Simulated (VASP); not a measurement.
A run of VASP 6.6.1:

POSCAR

```
Ir
1.0
    0.0000000000      1.9236880399      1.9236880399
    1.9236880399      0.0000000000      1.9236880399
    1.9236880399      1.9236880399      0.0000000000
Ir
1
Direct
    0.0000000000      0.0000000000      0.0000000000
```

INCAR.step1

```
SYSTEM = Ir
ALGO = Normal ; EDIFF = 1E-4
ENCUT = 520 ; GGA = PE
ISMEAR = -1 ; LASPH = .True.
LCHARG = .False. ; LREAL = .False.
LWAVE = .True. ; NBANDS = 10
NELM = 60 ; PREC = Accurate
SIGMA = 0.05
```

File INCAR.step2:

```
SYSTEM = Ir
ALGO = Normal ; EDIFF = 1E-6
ENCUT = 520 ; ISIF = 2
ISMEAR = -1 ; ISTART = 1
LASPH = .True. ; LCHARG = .False.
LMIXTAU = .True. ; LREAL = .False.
LWAVE = .False. ; METAGGA = R2SCAN
NBANDS = 10 ; NELM = 60
PREC = Accurate ; SIGMA = 0.05
```

File KPOINTS:

```
k-points
0
Gamma
  11 11 11
  0 0 0
```

Potentials or basis: VASP PAW PBE potentials, release 64 (Ir).

The run is started by

```sh
$ cat potpaw_PBE.64/Ir/POTCAR > POTCAR
$ cp INCAR.step1 INCAR
$ mpirun -np 1 vasp_std > vasp.out
$ cp INCAR.step2 INCAR
$ mpirun -np 1 vasp_std > vasp.out
```

Hardware: 1 thread of Intel Xeon 8259CL, on a shared host.

Problem. Estimate the wall time of this run.

Solution. Wall time 55 s on 1 thread of Intel Xeon 8259CL, with other jobs on the host, peak memory 0.13 GiB. Counts: k points 56.
